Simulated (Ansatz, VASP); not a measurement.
**One calculation of CaZr, two programs**

```
Ca Zr
1.0
     6.12964    0.00000    0.00000
     0.00000    6.12964    0.00000
     0.00000    0.00000    6.12964
Ca Zr
4 4
Cartesian
  5.1967 5.1967 5.1967
  3.9978 0.9329 2.1319
  2.1319 3.9978 0.9329
  0.9329 2.1319 3.9978
  0.8942 0.8942 0.8942
  2.1706 5.2354 3.9590
  3.9590 2.1706 5.2354
  5.2354 3.9590 2.1706
```

Alike in both runs: functional PBE; k mesh 6 × 6 × 6; occupations gaussian, width 0.1 eV; no spin polarisation.

Ansatz relaxed the structure, and its values are those at the end. VASP's run is a single point on that final structure, the one shown.

|  | VASP | Ansatz |
| --- | --- | --- |
| version | VASP 6.6.1 | Ansatz 0.2.0 |
| potentials or method | VASP PAW PBE potentials, release 64 (Ca_sv, Zr_sv), cutoff 520 eV | scalar-relativistic, plane waves, PAW |
| valence electrons in the cell | 88 | 88 |

|  | VASP | Ansatz | Ansatz less VASP |
| --- | --- | --- | --- |
| gap on the k mesh at the Fermi level (eV) | none | none | - |
| pressure (GPa) | 0.0 | 0.0 | -0.05 |
| rms of the force components (eV/Å) | 0.004 | 0.005 | +0.0008 |

A gap of «none» marks a metal or a gap that the smearing closes.
